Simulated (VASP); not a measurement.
# BaTiO3 in VASP: notebook

The runs below take BaTiO3 through electric field gradients, with PBEsol.

All numbers are computed with VASP 6.6.1; they aren't measurements. Logs are shortened: lines on timing, memory, paths and dates and some standing lists are left out, and cuts for length are marked.

**1. The cell of the first run**

Symmetry: P4/mmm, No. 123, tetragonal system. The conventional cell has a = 4.052 Å, b = 4.052 Å, c = 4.071 Å, α = 90.00°, β = 90.00°, γ = 90.00°. Within 3.8 Å of Ba (site symmetry 4/mmm) lie 12 O at 2.87 Å and 8 Ti at 3.51 Å. Within 2.7 Å of Ti (site symmetry 4/mmm) lie 6 O at 2.03 to 2.04 Å. Within 2.7 Å of O (site symmetry 4/mmm) lie 2 Ti at 2.04 Å. Within 2.7 Å of O (site symmetry mmm) lie 2 Ti at 2.03 Å.

**2. Electric field gradients, PBEsol (13.37 Å³/atom)**

File INCAR:

```
PREC = Accurate ; ENCUT = 1000
EDIFF = 1E-8 ; ISMEAR = -1
SIGMA = 0.03 ; LREAL = False
LASPH = True ; NELM = 120
ALGO = Normal ; ISIF = 2
LWAVE = False ; LCHARG = False
GGA = PS ; LEFG = True
NBANDS = 28 ; GGA_COMPAT = False
```

File KPOINTS:

```
regular mesh
0
Gamma
  7 7 7
```

File POSCAR:

```
BaTiO3
1.0
    4.0524349834      0.0000000000      0.0000000000
    0.0000000000      4.0524349834      0.0000000000
    0.0000000000      0.0000000000      4.0708744846
Ba Ti O
1 1 3
Direct
    0.0000000000      0.0000000000      0.0000000000
    0.5000000000      0.5000000000      0.5000000000
    0.5000000000      0.5000000000      0.0000000000
    0.5000000000      0.0000000000      0.5000000000
    0.0000000000      0.5000000000      0.5000000000
```

Potentials or basis: VASP PAW PBE potentials, release 64 (Ba_sv, Ti_sv, O_h).

On the command line:

```
$ cat potpaw_PBE.64/Ba_sv/POTCAR potpaw_PBE.64/Ti_sv/POTCAR potpaw_PBE.64/O_h/POTCAR > POTCAR
$ mpirun -np 1 vasp_std > vasp.out
```

OUTCAR:

```text
PREC = Accurate
   ENCUT = 1000
   EDIFF = 1E-8
   ISMEAR = -1
   LREAL = False
   LASPH = True
   NELM = 120
   ISIF = 2
   GGA = PS

 ion  position               nearest neighbor table
   1  0.000  0.000  0.000-   3 2.87   3 2.87   3 2.87   3 2.87   5 2.87   4 2.87   5 2.87   5 2.87
                             5 2.87   4 2.87   4 2.87   4 2.87   2 3.51   2 3.51   2 3.51   2 3.51
   2  0.500  0.500  0.500-   4 2.03   5 2.03   4 2.03   5 2.03   3 2.04   3 2.04   1 3.51   1 3.51
                             1 3.51   1 3.51   1 3.51   1 3.51   1 3.51   1 3.51
   3  0.500  0.500  0.000-   2 2.04   2 2.04   1 2.87   1 2.87   1 2.87   1 2.87
   4  0.500  0.000  0.500-   2 2.03   2 2.03   1 2.87   1 2.87   1 2.87   1 2.87
   5  0.000  0.500  0.500-   2 2.03   2 2.03   1 2.87   1 2.87   1 2.87   1 2.87

  LATTYP: Found a simple tetragonal cell.
 ALAT       =     4.0524349834
 C/A-ratio  =     1.0045502275

  Lattice vectors:

 A1 = (   4.0524349834,   0.0000000000,   0.0000000000)
 A2 = (   0.0000000000,   4.0524349834,   0.0000000000)
 A3 = (   0.0000000000,   0.0000000000,   4.0708744846)

Analysis of symmetry for initial positions (statically):
=====================================================================
 Subroutine PRICEL returns:
 Original cell was already a primitive cell.

 Routine SETGRP: Setting up the symmetry group for a
 simple tetragonal supercell.

 Subroutine GETGRP returns: Found 16 space group operations
 (whereof 16 operations were pure point group operations)
 out of a pool of 16 trial point group operations.

The static configuration has the point symmetry D_4h.

Analysis of symmetry for dynamics (positions and initial velocities):
=====================================================================
 Subroutine PRICEL returns:
 Original cell was already a primitive cell.

 Routine SETGRP: Setting up the symmetry group for a
 simple tetragonal supercell.

 Subroutine GETGRP returns: Found 16 space group operations
 (whereof 16 operations were pure point group operations)
 out of a pool of 16 trial point group operations.

The dynamic configuration has the point symmetry D_4h.

 Subroutine INISYM returns: Found 16 space group operations
 (whereof 16 operations are pure point group operations),
 and found     1 'primitive' translations

----------------------------------------------------------------------------------------

                                     Primitive cell

  volume of cell :      66.8528

  direct lattice vectors                    reciprocal lattice vectors
     4.052434983  0.000000000  0.000000000     0.246765217  0.000000000  0.000000000
     0.000000000  4.052434983  0.000000000     0.000000000  0.246765217  0.000000000
     0.000000000  0.000000000  4.070874485     0.000000000  0.000000000  0.245647466

  length of vectors
     4.052434983  4.052434983  4.070874485     0.246765217  0.246765217  0.245647466

  position of ions in fractional coordinates (direct lattice)
     0.000000000  0.000000000  0.000000000
     0.500000000  0.500000000  0.500000000
     0.500000000  0.500000000  0.000000000
     0.500000000  0.000000000  0.500000000
     0.000000000  0.500000000  0.500000000

  ion indices of the primitive-cell ions
   primitive index   ion index
                 1           1
                 2           2
                 3           3
                 4           4
                 5           5

----------------------------------------------------------------------------------------

 KPOINTS: regular mesh

Automatic generation of k-mesh.
 Grid dimensions read from file:
[... 52 lines left out ...]
   ions per type =               1   1   3
   NGX,Y,Z   is equivalent  to a cutoff of  17.23, 17.23, 17.15 a.u.
   NGXF,Y,Z  is equivalent  to a cutoff of  34.46, 34.46, 34.30 a.u.
 SYSTEM =  unknown system
   PREC   = accura    normal or accurate (medium, high low for compatibility)
   ISTART =      0    job   : 0-new  1-cont  2-samecut
   ICHARG =      2    charge: 1-file 2-atom 10-const
   ISPIN  =      1    spin polarized calculation?
   LNONCOLLINEAR =      F non collinear calculations
   LSORBIT =      F    spin-orbit coupling
   LASPH  =      T    aspherical Exc in radial PAW
   ENCUT  = 1000.0 eV  73.50 Ry    8.57 a.u.  10.45 10.45 10.50*2*pi/ulx,y,z
   NELM   =    120;   NELMIN=  2; NELMDL= -5     # of ELM steps
   EDIFF  = 0.1E-07   stopping-criterion for ELM
   LREAL  =      F    real-space projection
   EDIFFG = 0.1E-06   stopping-criterion for IOM
   NSW    =      0    number of steps for IOM
   IBRION =     -1    ionic relax: 0-MD 1-quasi-New 2-CG
   NFREE  =      0    steps in history (QN), initial steepest desc. (CG)
   ISIF   =      2    stress and relaxation
   ISYM   =      2    0-nonsym 1-usesym 2-fastsym
   POTIM  = 0.5000    time-step for ionic-motion
   TEBEG  =    0.0;   TEEND  =   0.0 temperature during run
   PSTRESS=    0.0 pullay stress
   NELECT =      40.0000    total number of electrons
   NUPDOWN=      -1.0000    fix difference up-down
   EMIN   =  10.00;   EMAX   =-10.00  energy-range for DOS
   EFERMI =   0.00;   METHOD = LEGACY
   ISMEAR =    -1;   SIGMA  =   0.03  broadening in eV -4-tet -1-fermi 0-gaus
   EFERMI_NEDOS =   21; number of points for ismear=-14 and -15
   IALGO  =     38    algorithm
   IMIX   =      4    mixing-type and parameters
     AMIX     =   0.40;   BMIX     =  1.00
     AMIX_MAG =   1.60;   BMIX_MAG =  1.00
  volume/ion in A,a.u.               =      13.37        90.23
  Fermi-wavevector in a.u.,A,eV,Ry     =   1.379500  2.606876 25.892144  1.903019
  Thomas-Fermi vector in A             =   2.504463
   LORBIT       =      0    0 simple, 1 ext, 2 COOP (PROOUT), +10 PAW based schemes
   GGA     = PS    functional components
   LHFCALC =     F    Hartree Fock is set to
   AEXX    =    0.0000 exact exchange contribution
   IVDW    =     0    specifies the selected vdW correction
   LEPSILON=     F    determine dielectric tensor
   LRPA    =     F    only Hartree local field effects (RPA)
 non-spin polarized calculation
  energy-cutoff  :     1000.00
  volume of cell :       66.85
 maximum number of plane-waves:      4819
 NGX is ok and might be reduce to    42
   NGX = 21   NGY = 21   NGZ = 21

 number of electron      39.9999999 magnetization

 Free energy of the ion-electron system (eV)
  ---------------------------------------------------
  ext. energy  EPLUGINS =         0.00000000
  ---------------------------------------------------
  free energy    TOTEN  =       -41.90413705 eV

  energy without entropy =      -41.90413705  energy(sigma->0) =      -41.90413705

 E-fermi :   4.3651     XC(G=0): -11.3031

 val. band max:        3.6577807387   @ k =   0.4286   0.4286   0.4286
 cond. band min:       5.3367500004   @ k =   0.0000   0.0000   0.0000
 fundamental gap:      1.6789692617
 Fermi energy:         4.3651192501

 k-point     1 :       0.0000    0.0000    0.0000
  band No.  band energies     occupation
      1     -52.8252      2.00000
      2     -29.1264      2.00000
      3     -29.1264      2.00000
      4     -29.1253      2.00000
      5     -21.1384      2.00000
      6     -12.9995      2.00000
[... 733 lines left out ...]
     27      11.8495      0.00000
     28      12.2779      0.00000

 [... further k-points ...]

------------------------ aborting loop because EDIFF is reached ----------------------------------------

  FORCE on cell =-STRESS in cart. coord.  units (eV):
  Direction    XX          YY          ZZ          XY          YZ          ZX
  --------------------------------------------------------------------------------------
  -------------------------------------------------------------------------------------
  Total       -3.5269604     -3.5269604     -3.7881583      0.0000000      0.0000000      0.0000000
  in kB      -84.5262001    -84.5262001    -90.7859992      0.0000000      0.0000000      0.0000000
  external PRESSURE =     -86.6127998 kB  Pullay stress =       0.0000000 kB

 VOLUME and BASIS-vectors are now :
 -----------------------------------------------------------------------------
  energy-cutoff  :     1000.00
  volume of cell :       66.85
      direct lattice vectors                 reciprocal lattice vectors
     4.052434983  0.000000000  0.000000000     0.246765217  0.000000000  0.000000000
     0.000000000  4.052434983  0.000000000     0.000000000  0.246765217  0.000000000
     0.000000000  0.000000000  4.070874485     0.000000000  0.000000000  0.245647466

 POSITION                                       TOTAL-FORCE (eV/Angst)
 -----------------------------------------------------------------------------------
      0.00000      0.00000      0.00000         0.000000      0.000000      0.000000
      2.02622      2.02622      2.03544         0.000000      0.000000      0.000000
      2.02622      2.02622      0.00000         0.000000      0.000000      0.000000
      2.02622      0.00000      2.03544         0.000000      0.000000      0.000000
      0.00000      2.02622      2.03544         0.000000      0.000000      0.000000
 -----------------------------------------------------------------------------------
    total drift:                                0.000000     -0.000000     -0.000000

  FREE ENERGIE OF THE ION-ELECTRON SYSTEM (eV)
  ---------------------------------------------------
  free  energy   TOTEN  =       -41.9041370477 eV

  energy  without entropy=      -41.9041370477  energy(sigma->0) =      -41.90413705

 Electric field gradients (V/A^2)
---------------------------------------------------------------------
 ion       V_xx      V_yy      V_zz      V_xy      V_xz      V_yz
---------------------------------------------------------------------
   1      -0.355    -0.355     0.709     0.000     0.000    -0.000
   2      -1.857    -1.857     3.714    -0.000     0.000     0.000
   3     -13.936   -13.936    27.871    -0.000    -0.000    -0.000
   4     -13.657    25.813   -12.156    -0.000     0.000    -0.000
   5      25.813   -13.657   -12.156    -0.000     0.000    -0.000
---------------------------------------------------------------------

 Electric field gradients after diagonalization (V/A^2)
 (convention: |V_zz| > |V_xx| > |V_yy|)
----------------------------------------------------------------------
 ion       V_xx      V_yy      V_zz     asymmetry (V_yy - V_xx)/ V_zz
----------------------------------------------------------------------
   1      -0.355    -0.355     0.709       0.000
   2      -1.857    -1.857     3.714       0.000
   3     -13.936   -13.936    27.871       0.000
   4     -13.657   -12.156    25.813       0.058
   5     -13.657   -12.156    25.813       0.058
----------------------------------------------------------------------

           NMR quadrupolar parameters

 Cq : quadrupolar parameter    Cq=e*Q*V_zz/h
 eta: asymmetry parameters     (V_yy - V_xx)/ V_zz
 Q  : nuclear electric quadrupole moment in mb (millibarn)
----------------------------------------------------------------------
 ion       Cq(MHz)       eta       Q (mb)
----------------------------------------------------------------------
   1       0.002       0.000       1.000
   2       0.009       0.000       1.000
   3       0.067       0.000       1.000
   4       0.062       0.058       1.000
   5       0.062       0.058       1.000
----------------------------------------------------------------------
```

Wall time 2.5 min (1 thread of Intel Xeon Platinum 8488C (Sapphire Rapids), shared host); peak memory 0.4 GiB.

What came out:

- Free energy: -41.9041 eV
- Pressure: -8.7 GPa
- Band gap on the k mesh: 1.68 eV (least direct gap 1.80 eV)
- Largest electric field gradient by atom: Ba +0.7; Ti +3.7; O +27.9, +25.8 (each value once) V/Å²

Electric field gradients, principal values (V/Å²):
| atom | least | middle | greatest (by size) |
| --- | --- | --- | --- |
| 1 Ba | -0.355 | -0.355 | 0.709 |
| 2 Ti | -1.857 | -1.857 | 3.714 |
| 3 O | -13.936 | -13.936 | 27.871 |
| 4 O | -12.156 | -13.657 | 25.813 |
| 5 O | -12.156 | -13.657 | 25.813 |

Caveat: the cell stands under tension; without QUAD_EFG the Cq values of the log hold for a quadrupole moment of 1 mb, not for the nuclei; the PAW data sets were made with another functional, which shifts forces and pressure a little; spin-orbit coupling is left out, which moves the levels of the heavy elements.

**3. Electric field gradients, PBEsol (equal xy, yz and zx shear strains of -2 %)**

File INCAR:

```
SYSTEM = BaTiO3
ALGO = Normal
EDIFF = 1E-8
ENCUT = 520
GGA = PS
ISIF = 2
ISMEAR = -1
LASPH = .True.
LCHARG = .False.
LEFG = .True.
LREAL = .False.
LWAVE = .False.
NBANDS = 28
NELM = 60
PREC = Accurate
SIGMA = 0.03
```

File KPOINTS:

```
k-points
0
Gamma
  7 7 7
  0 0 0
```

Changes to POSCAR since step 2:

```diff
@@ -2,5 +2,5 @@
 1.0
-    4.0524349834      0.0000000000      0.0000000000
-    0.0000000000      4.0524349834      0.0000000000
-    0.0000000000      0.0000000000      4.0708744846
+    3.9998000000     -0.0399980000     -0.0399980000
+   -0.0399980000      3.9998000000     -0.0399980000
+   -0.0401800000     -0.0401800000      4.0180000000
 Ba Ti O
```

Potentials or basis: VASP PAW PBE potentials, release 64 (Ba_sv, Ti_sv, O).

On the command line:

```
$ cat potpaw_PBE.64/Ba_sv/POTCAR potpaw_PBE.64/Ti_sv/POTCAR potpaw_PBE.64/O/POTCAR > POTCAR
$ mpirun -np 1 vasp_std > vasp.out
```

OUTCAR:

```text
SYSTEM = BaTiO3
   EDIFF = 1E-8
   ENCUT = 520
   GGA = PS
   ISIF = 2
   ISMEAR = -1
   LASPH = .True.
   LREAL = .False.
   NELM = 60
   PREC = Accurate

 ion  position               nearest neighbor table
   1  0.000  0.000  0.000-   3 2.80   3 2.80   5 2.81   5 2.81   4 2.81   4 2.81   3 2.86   3 2.86
                             4 2.86   4 2.86   5 2.86   5 2.86   2 3.40   2 3.40   2 3.49   2 3.49
   2  0.500  0.500  0.500-   4 2.00   5 2.00   4 2.00   5 2.00   3 2.01   3 2.01   1 3.40   1 3.40
                             1 3.49   1 3.49   1 3.49   1 3.49   1 3.49   1 3.49
   3  0.500  0.500  0.000-   2 2.01   2 2.01   1 2.80   1 2.80   1 2.86   1 2.86
   4  0.500  0.000  0.500-   2 2.00   2 2.00   1 2.81   1 2.81   1 2.86   1 2.86
   5  0.000  0.500  0.500-   2 2.00   2 2.00   1 2.81   1 2.81   1 2.86   1 2.86

  LATTYP: Found a base centered monoclinic cell.
 ALAT       =     5.6005770344
 B/A-ratio  =     1.0200979445
 C/A-ratio  =     1.2140916598
 COS(beta)  =    -0.8068647163

  Lattice vectors:

 A1 = (  -3.9998000000,   0.0399980000,   0.0399980000)
 A2 = (   0.0399980000,  -3.9998000000,   0.0399980000)
 A3 = (   3.9196220000,   3.9196220000,   3.9380040000)

Analysis of symmetry for initial positions (statically):
=====================================================================
 Subroutine PRICEL returns:
 Original cell was already a primitive cell.

 Routine SETGRP: Setting up the symmetry group for a
 base centered monoclinic supercell.

 Subroutine GETGRP returns: Found  4 space group operations
 (whereof  4 operations were pure point group operations)
[... 927 lines left out ...]
  --------------------------------------------------------------------------------------
  -------------------------------------------------------------------------------------
  Total       -0.9578189     -0.9578189     -1.2988031      0.9999246      0.9963217      0.9963218
  in kB      -23.8802399    -23.8802399    -32.3816209     24.9300139     24.8401878     24.8401886
  external PRESSURE =     -26.7140336 kB  Pullay stress =       0.0000000 kB

 VOLUME and BASIS-vectors are now :
 -----------------------------------------------------------------------------
  energy-cutoff  :      520.00
  volume of cell :       64.26
      direct lattice vectors                 reciprocal lattice vectors
     3.999800000 -0.039998000 -0.039998000     0.250063018  0.002525889  0.002525889
    -0.039998000  3.999800000 -0.039998000     0.002525889  0.250063018  0.002525889
    -0.040180000 -0.040180000  4.018000000     0.002514448  0.002514448  0.248930329

 POSITION                                       TOTAL-FORCE (eV/Angst)
 -----------------------------------------------------------------------------------
      0.00000      0.00000      0.00000         0.000000     -0.000000      0.000000
      1.95981      1.95981      1.96900        -0.000000      0.000000      0.000000
      1.97990      1.97990     -0.04000         0.000000     -0.000000      0.000000
      1.97981     -0.04009      1.98900         0.000000     -0.000000      0.000000
     -0.04009      1.97981      1.98900         0.000000     -0.000000      0.000000
 -----------------------------------------------------------------------------------
    total drift:                                0.000000      0.000000     -0.000000

  FREE ENERGIE OF THE ION-ELECTRON SYSTEM (eV)
  ---------------------------------------------------
  free  energy   TOTEN  =       -41.9434661049 eV

  energy  without entropy=      -41.9434661049  energy(sigma->0) =      -41.94346610

 Electric field gradients (V/A^2)
---------------------------------------------------------------------
 ion       V_xx      V_yy      V_zz      V_xy      V_xz      V_yz
---------------------------------------------------------------------
   1      -0.377    -0.377     0.754   -12.493   -12.041   -12.041
   2      -1.979    -1.979     3.958     3.672     3.642     3.642
   3     -12.256   -12.256    24.511     0.116    -2.695    -2.695
   4     -11.940    22.373   -10.433    -2.646     0.214    -2.622
   5      22.373   -11.940   -10.433    -2.646    -2.622     0.214
---------------------------------------------------------------------

 Electric field gradients after diagonalization (V/A^2)
 (convention: |V_zz| > |V_xx| > |V_yy|)
----------------------------------------------------------------------
 ion       V_xx      V_yy      V_zz     asymmetry (V_yy - V_xx)/ V_zz
----------------------------------------------------------------------
   1      12.282    12.116   -24.399       0.007
   2      -5.651    -2.449     8.099       0.395
   3     -12.532   -12.371    24.904       0.006
   4     -12.143   -10.641    22.784       0.066
   5     -12.143   -10.641    22.784       0.066
----------------------------------------------------------------------

           NMR quadrupolar parameters

 Cq : quadrupolar parameter    Cq=e*Q*V_zz/h
 eta: asymmetry parameters     (V_yy - V_xx)/ V_zz
 Q  : nuclear electric quadrupole moment in mb (millibarn)
----------------------------------------------------------------------
 ion       Cq(MHz)       eta       Q (mb)
----------------------------------------------------------------------
   1      -0.059       0.007       1.000
   2       0.020       0.395       1.000
   3       0.060       0.006       1.000
   4       0.055       0.066       1.000
   5       0.055       0.066       1.000
----------------------------------------------------------------------
```

Wall time 5 min (1 thread of Intel Xeon 8259CL, shared host); peak memory 0.3 GiB.

What came out:

| Item | Value |
| --- | --- |
| Free energy | -41.9435 eV |
| Pressure | -2.7 GPa |
| Band gap on the k mesh | 1.65 eV |
| Largest electric field gradient by atom | Ba -24.4; Ti +8.1; O +24.9, +22.8 (each value once) V/Å² |

Electric field gradients, principal values (V/Å²):
```
atom    least   middle  greatest (by size)
1 Ba   12.116   12.282             -24.399
2 Ti   -2.449   -5.651               8.099
 3 O  -12.371  -12.532              24.904
 4 O  -10.641  -12.143              22.784
 5 O  -10.641  -12.143              22.784
```

Caveat: the cell differs from its parent crystal (equal xy, yz and zx shear strains of -2 %); without QUAD_EFG the Cq values of the log hold for a quadrupole moment of 1 mb, not for the nuclei; the PAW data sets were made with another functional, which shifts forces and pressure a little; spin-orbit coupling is left out, which moves the levels of the heavy elements. A k mesh can miss the band edges.

[end of part 1 of 2]
